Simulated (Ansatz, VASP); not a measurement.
**Cr: VASP beside Ansatz**

File INCAR:

```
  PREC = Accurate
  ENCUT = 600
  EDIFF = 1E-6
  ISMEAR = 0
  SIGMA = 0.1
  LREAL = False
  LASPH = True
  NELM = 80
  ALGO = Fast
  ISIF = 3
  LWAVE = False
  LCHARG = False
  GGA = PE
  IBRION = 2
  NSW = 90
  EDIFFG = -0.04
```

Contents of KPOINTS:

```
regular mesh
0
Gamma
  6 6 6
```

POSCAR

```
Cr
1.0
    1.6208242043      0.9357832907      3.0056241614
   -1.6208242043      0.9357832907      3.0056241614
    0.0000000000     -1.8715665814      3.0056241614
Cr
2
Direct
    0.2275400000      0.2275400000      0.2275400000
    0.7724600000      0.7724600000      0.7724600000
```

Input for Ansatz:

```yaml
crystal:
  lattice:
    - [1.6208242043, 0.9357832907, 3.0056241614]
    - [-1.6208242043, 0.9357832907, 3.0056241614]
    - [0.0, -1.8715665814, 3.0056241614]
  atoms:
    - { symbol: Cr, position: [0.22754, 0.22754, 0.22754] }
    - { symbol: Cr, position: [0.77246, 0.77246, 0.77246] }
basis:
  ecutwfc: 420
kpoints:
  mp_grid: { grid: [6, 6, 6] }
hamiltonian:
  xc: pbe
scf:
  occupations: { method: gaussian, width: 0.1 }
  lower_state_search: "off"
output:
  forces: true
  stress: true
  eigenvalues: true
relax:
  adjacent_minimum: "off"
  f_tol: 0.04
  max_steps: 70
  cell: { stress_tol: 0.4 }
```

Alike in both runs: task relaxation of cell and atoms; functional PBE; k mesh 6 × 6 × 6; occupations gaussian, width 0.1 eV; no spin polarisation.

```csv
,VASP,Ansatz
version,VASP 6.6.1,Ansatz 0.2.0
potentials or method,"VASP PAW PBE potentials, release 64 (Cr_pv), cutoff 600 eV","scalar-relativistic, plane waves, PAW"
valence electrons in the cell,24,28
```

```csv
,VASP,Ansatz,Ansatz less VASP
"gap on the k mesh at the Fermi level, each at its own relaxed structure (eV)",none,none,-
relaxed volume (Å³/atom),11.83,11.89,+0.052
relaxed cell length with the largest relative difference (Å),4.062,4.075,+0.0131
```

A gap of «none» marks a metal or a gap that the smearing closes. VASP's potentials hold 24 valence electrons a cell and Ansatz's 28, so a difference there can come from the potentials and not from the codes.

The k mesh is coarse, so the values compare programs but aren't converged.
